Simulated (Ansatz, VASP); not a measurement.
# One calculation of C, two programs

```
C
1.0
     1.74319    0.00000    0.00000
     0.00000    1.74319    0.00000
     0.00000    0.00000    1.85823
C
1
Direct
  0.50000 0.50000 0.00000
```

Alike in both runs: functional PBE; k mesh 10 × 10 × 10; occupations gaussian, width 0.1 eV; no spin polarisation.

Ansatz relaxed the structure, and its values are those at the end. VASP's run is a single point on that final structure, the one shown.

|  | VASP | Ansatz |
| --- | --- | --- |
| version | VASP 6.6.1 | Ansatz 0.2.0 |
| potentials or method | VASP PAW PBE potentials, release 64 (C), cutoff 600 eV | scalar-relativistic, plane waves, PAW |
| valence electrons in the cell | 4 | 4 |

Ansatz gave:

```
gap on the k mesh at the Fermi level (eV) : none
pressure (GPa)                            : -0.2
```

Which values does VASP return?

gap on the k mesh at the Fermi level (eV): none; pressure (GPa): -0.4.

A gap of «none» marks a metal or a gap that the smearing closes.

The k mesh is coarse, so the values compare programs but aren't converged.
